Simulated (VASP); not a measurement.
# InRuS3 (R3m) in VASP: single point with PBE

Aim: the single point of InRuS3 with PBE.

All numbers are computed with VASP 6.6.1; they aren't measurements. Logs are shortened: lines on timing, memory, paths and dates and some standing lists are left out, and cuts for length are marked.

**1. The cell of the first run**

It takes space group R3m (No. 160, trigonal). The conventional cell has a = 6.632 Å, b = 6.632 Å, c = 8.248 Å, α = 90.00°, β = 90.00°, γ = 120.00°. Within 3.6 Å of In (site symmetry 3m) lie 9 S at 2.69 to 3.40 Å. Ru (site symmetry 3m) has 6 S at 2.25 to 2.55 Å within 3.0 Å. Within 3.1 Å of S (site symmetry m) lie 2 Ru at 2.25 to 2.55 Å and 1 In at 2.69 Å and 2 S at 3.08 Å.

**2. Single point, PBE**

Input file INCAR:

```
PREC     = Accurate       # precision mode
ENCUT    = 520            # plane-wave cutoff, eV
EDIFF    = 1E-7           # SCF threshold, eV
ISMEAR   = 0              # smearing method
SIGMA    = 0.1            # smearing width, eV
LREAL    = False          # projectors in reciprocal space
LASPH    = True           # aspherical terms in the spheres
NELM     = 60             # most SCF steps
ALGO     = Normal         # electronic algorithm
ISIF     = 2              # what is computed and relaxed
LWAVE    = False          # write WAVECAR
LCHARG   = True           # write CHGCAR
GGA      = PE             # functional
LELF     = True           # ELF
LVHAR    = True         
NBANDS   = 30             # bands
```

Input file KPOINTS:

```
regular mesh
0
Gamma
  12 12 12
```

Input file POSCAR:

```
InRuS3
1.0
    3.3161083938      1.9145560738      2.7492742281
   -3.3161083938      1.9145560738      2.7492742281
    0.0000000000     -3.8291121477      2.7492742281
In Ru S
1 1 3
Direct
    0.4298028969      0.4298028969      0.4298028969
    0.9624542033      0.9624542033      0.9624542033
    0.0298429513      0.4941239971      0.0298429513
    0.4941239971      0.0298429513      0.0298429513
    0.0298429513      0.0298429513      0.4941239971
```

Potentials or basis: VASP PAW PBE potentials, release 64 (In_d, Ru_pv, S).

Started as:

```
> cat potpaw_PBE.64/In_d/POTCAR potpaw_PBE.64/Ru_pv/POTCAR potpaw_PBE.64/S/POTCAR > POTCAR
> mpirun -np 1 vasp_std > vasp.out
```

OUTCAR:

```text
PREC = Accurate
   ENCUT = 520
   EDIFF = 1E-7
   ISMEAR = 0
   LREAL = False
   LASPH = True
   NELM = 60
   ISIF = 2
   GGA = PE

 ion  position               nearest neighbor table
   1  0.430  0.430  0.430-   5 2.69   4 2.69   3 2.69   5 3.40   5 3.40   3 3.40   4 3.40   4 3.40
                             3 3.40
   2  0.962  0.962  0.962-   3 2.25   4 2.25   5 2.25   3 2.55   4 2.55   5 2.55
   3  0.030  0.494  0.030-   2 2.25   2 2.55   1 2.69   1 3.40   1 3.40
   4  0.494  0.030  0.030-   2 2.25   2 2.55   1 2.69   1 3.40   1 3.40
   5  0.030  0.030  0.494-   2 2.25   2 2.55   1 2.69   1 3.40   1 3.40

  LATTYP: Found a trigonal (rhomboedric) cell.
 ALAT       =     4.7138740565
 COS(alpha) =     0.0102363921

  Lattice vectors:

 A1 = (   3.3161083938,   1.9145560738,   2.7492742281)
 A2 = (  -3.3161083938,   1.9145560738,   2.7492742281)
 A3 = (   0.0000000000,  -3.8291121477,   2.7492742281)

Analysis of symmetry for initial positions (statically):
=====================================================================
 Subroutine PRICEL returns:
 Original cell was already a primitive cell.

 Routine SETGRP: Setting up the symmetry group for a
 trigonal (rhombohedral) supercell.

 Subroutine GETGRP returns: Found  6 space group operations
 (whereof  6 operations were pure point group operations)
 out of a pool of 12 trial point group operations.

The static configuration has the point symmetry C_3v.

Analysis of symmetry for dynamics (positions and initial velocities):
=====================================================================
 Subroutine PRICEL returns:
 Original cell was already a primitive cell.

 Routine SETGRP: Setting up the symmetry group for a
 trigonal (rhombohedral) supercell.

 Subroutine GETGRP returns: Found  6 space group operations
 (whereof  6 operations were pure point group operations)
 out of a pool of 12 trial point group operations.

The dynamic configuration has the point symmetry C_3v.

 Subroutine INISYM returns: Found  6 space group operations
 (whereof  6 operations are pure point group operations),
 and found     1 'primitive' translations

----------------------------------------------------------------------------------------

                                     Primitive cell

  volume of cell :     104.7288

  direct lattice vectors                    reciprocal lattice vectors
     3.316108394  1.914556074  2.749274228     0.150779149  0.087052382  0.121244120
    -3.316108394  1.914556074  2.749274228    -0.150779149  0.087052382  0.121244120
     0.000000000 -3.829112148  2.749274228     0.000000000 -0.174104764  0.121244120
[... 94 lines left out ...]
   IBRION =     -1    ionic relax: 0-MD 1-quasi-New 2-CG
   NFREE  =      0    steps in history (QN), initial steepest desc. (CG)
   ISIF   =      2    stress and relaxation
   ISYM   =      2    0-nonsym 1-usesym 2-fastsym
   POTIM  = 0.5000    time-step for ionic-motion
   TEBEG  =    0.0;   TEEND  =   0.0 temperature during run
   PSTRESS=    0.0 pullay stress
   NELECT =      45.0000    total number of electrons
   NUPDOWN=      -1.0000    fix difference up-down
   EMIN   =  10.00;   EMAX   =-10.00  energy-range for DOS
   EFERMI =   0.00;   METHOD = LEGACY
   ISMEAR =     0;   SIGMA  =   0.10  broadening in eV -4-tet -1-fermi 0-gaus
   EFERMI_NEDOS =   21; number of points for ismear=-14 and -15
   IALGO  =     38    algorithm
   IMIX   =      4    mixing-type and parameters
     AMIX     =   0.40;   BMIX     =  1.00
     AMIX_MAG =   1.60;   BMIX_MAG =  1.00
  volume/ion in A,a.u.               =      20.95       141.35
  Fermi-wavevector in a.u.,A,eV,Ry     =   1.235351  2.334474 20.763736  1.526092
  Thomas-Fermi vector in A             =   2.370004
   LORBIT       =      0    0 simple, 1 ext, 2 COOP (PROOUT), +10 PAW based schemes
   GGA     = PE    functional components
   LHFCALC =     F    Hartree Fock is set to
   AEXX    =    0.0000 exact exchange contribution
   IVDW    =     0    specifies the selected vdW correction
   LEPSILON=     F    determine dielectric tensor
   LRPA    =     F    only Hartree local field effects (RPA)
 non-spin polarized calculation
 Gauss-broadening in eV      SIGMA  =   0.10
  energy-cutoff  :      520.00
  volume of cell :      104.73
 maximum number of plane-waves:      2857
   NGX = 17   NGY = 17   NGZ = 17

 number of electron      45.0000008 magnetization

 Free energy of the ion-electron system (eV)
  ---------------------------------------------------
  ext. energy  EPLUGINS =         0.00000000
  ---------------------------------------------------
  free energy    TOTEN  =       -24.06461275 eV

  energy without entropy =      -24.04077823  energy(sigma->0) =      -24.05269549

 E-fermi :   5.7929     XC(G=0): -10.1354

 val. band max:        5.7927082144   @ k =   0.3333   0.2500   0.2500
 cond. band min:       5.7947524577   @ k =   0.5000   0.5000   0.5000
 fundamental gap:      0.0020442433
 Fermi energy:         5.7928851085

 k-point     1 :       0.0000    0.0000    0.0000
  band No.  band energies     occupation
      1     -37.2949      2.00000
      2     -37.2949      2.00000
      3     -37.0550      2.00000
      4      -8.4346      2.00000
      5      -8.3185      2.00000
      6      -8.3185      2.00000
[... 781 lines left out ...]
     29      10.9190      0.00000
     30      13.0786      0.00000

 [... further k-points ...]

------------------------ aborting loop because EDIFF is reached ----------------------------------------

  FORCE on cell =-STRESS in cart. coord.  units (eV):
  Direction    XX          YY          ZZ          XY          YZ          ZX
  --------------------------------------------------------------------------------------
  -------------------------------------------------------------------------------------
  Total       -0.0752030     -0.0752030     -0.0322563      0.0000000      0.0000000      0.0000000
  in kB       -1.1504807     -1.1504807     -0.4934686      0.0000000      0.0000000      0.0000000
  external PRESSURE =      -0.9314767 kB  Pullay stress =       0.0000000 kB

 VOLUME and BASIS-vectors are now :
 -----------------------------------------------------------------------------
  energy-cutoff  :      520.00
  volume of cell :      104.73
      direct lattice vectors                 reciprocal lattice vectors
     3.316108394  1.914556074  2.749274228     0.150779149  0.087052382  0.121244120
    -3.316108394  1.914556074  2.749274228    -0.150779149  0.087052382  0.121244120
     0.000000000 -3.829112148  2.749274228     0.000000000 -0.174104764  0.121244120

 POSITION                                       TOTAL-FORCE (eV/Angst)
 -----------------------------------------------------------------------------------
      0.00000     -0.00000      3.54494        -0.000000     -0.000000      0.009118
      0.00000     -0.00000      7.93815        -0.000000      0.000000     -0.019880
     -1.53961      0.88889      1.52258        -0.017527      0.010119      0.003587
      1.53961      0.88889      1.52258         0.017527      0.010119      0.003587
      0.00000     -1.77778      1.52258        -0.000000     -0.020239      0.003587
 -----------------------------------------------------------------------------------
    total drift:                                0.000000      0.000002     -0.000008

  FREE ENERGIE OF THE ION-ELECTRON SYSTEM (eV)
  ---------------------------------------------------
  free  energy   TOTEN  =       -24.0646127504 eV

  energy  without entropy=      -24.0407782312  energy(sigma->0) =      -24.05269549
```

OSZICAR:

```text
N       E                     dE             d eps       ncg     rms          rms(c)
DAV:   1     0.427482955409E+03    0.42748E+03   -0.21180E+04 11828   0.158E+03
DAV:   2     0.209950322845E+02   -0.40649E+03   -0.38958E+03 11742   0.432E+02
DAV:   3    -0.237710643209E+02   -0.44766E+02   -0.42327E+02 14662   0.133E+02
DAV:   4    -0.257756975372E+02   -0.20046E+01   -0.19917E+01 13110   0.279E+01
DAV:   5    -0.258678327324E+02   -0.92135E-01   -0.92102E-01 17586   0.634E+00    0.197E+01
DAV:   6    -0.268453837960E+02   -0.97755E+00   -0.39320E+01 12612   0.347E+01    0.177E+01
DAV:   7    -0.240515781926E+02    0.27938E+01   -0.11610E+01 12606   0.263E+01    0.663E+00
DAV:   8    -0.240760651647E+02   -0.24487E-01   -0.78005E-01 15128   0.504E+00    0.279E+00
DAV:   9    -0.240643482539E+02    0.11717E-01   -0.11767E-01 13088   0.227E+00    0.104E+00
DAV:  10    -0.240646148127E+02   -0.26656E-03   -0.10159E-02 13826   0.922E-01    0.378E-01
DAV:  11    -0.240645952645E+02    0.19548E-04   -0.19941E-03 15458   0.304E-01    0.131E-01
DAV:  12    -0.240646014987E+02   -0.62342E-05   -0.23546E-04 17714   0.109E-01    0.636E-02
DAV:  13    -0.240646133059E+02   -0.11807E-04   -0.33056E-05 14262   0.606E-02    0.233E-02
DAV:  14    -0.240646122610E+02    0.10449E-05   -0.54981E-06 17360   0.205E-02    0.825E-03
DAV:  15    -0.240646127080E+02   -0.44701E-06   -0.11691E-06 12872   0.665E-03    0.306E-03
DAV:  16    -0.240646127504E+02   -0.42379E-07   -0.13040E-07  9018   0.236E-03
   1 F= -.24064613E+02 E0= -.24052695E+02  d E =-.238345E-01
```

stdout:

```text
POSCAR found type information on POSCAR InRuS
 POSCAR found :  3 types and       5 ions
 scaLAPACK will be used
 LDA part: xc-table for (Slater+PW92), standard interpolation
 POSCAR, INCAR and KPOINTS ok, starting setup
 FFT: planning ... GRIDC
 FFT: planning ... GRID_SOFT
 FFT: planning ... GRID
 WAVECAR not read
 entering main loop
```

Run time: 3.2 min. Hardware: 1 thread of Intel Xeon 6975P-C (Granite Rapids), shared host; peak memory 0.62 GiB.

Results:

```yaml
Free_energy: -24.0646 eV
Pressure: -0.1 GPa
Largest_force: 0.021 eV/Å
Band_gap_on_the_k_mesh: zero (an odd number of electrons rules out a gap without spin polarisation)
```

Forces on the atoms (eV/Å):
```
In   0.000  0.000  0.009
Ru   0.000  0.000 -0.020
S   -0.018  0.010  0.004
S    0.018  0.010  0.004
S    0.000 -0.020  0.004
```

Levels at points of the mesh, in eV from the Fermi level:
| k point | band 18 | band 19 | band 20 | band 21 | band 22 | band 23 | band 24 | band 25 | band 26 | band 27 |
| --- | --- | --- | --- | --- | --- | --- | --- | --- | --- | --- |
| (0.00, 0.00, 0.00) | -2.57 | -2.57 | -2.05 | -1.36 | -0.28 | -0.28 | 0.49 | 0.75 | 0.75 | 4.37 |
| (0.50, 0.00, 0.00) | -2.79 | -2.69 | -1.60 | -0.59 | 0.03 | 0.38 | 0.41 | 0.68 | 1.46 | 3.03 |
| (0.50, 0.50, 0.00) | -2.80 | -2.34 | -1.58 | -0.30 | -0.15 | 0.27 | 0.40 | 1.02 | 3.72 | 3.74 |
| (0.50, 0.50, 0.50) | -2.72 | -0.58 | -0.58 | -0.36 | -0.17 | -0.17 | 0.00 | 3.64 | 3.64 | 6.31 |

Caveat: spin-orbit coupling is left out, which moves the levels of the heavy elements.
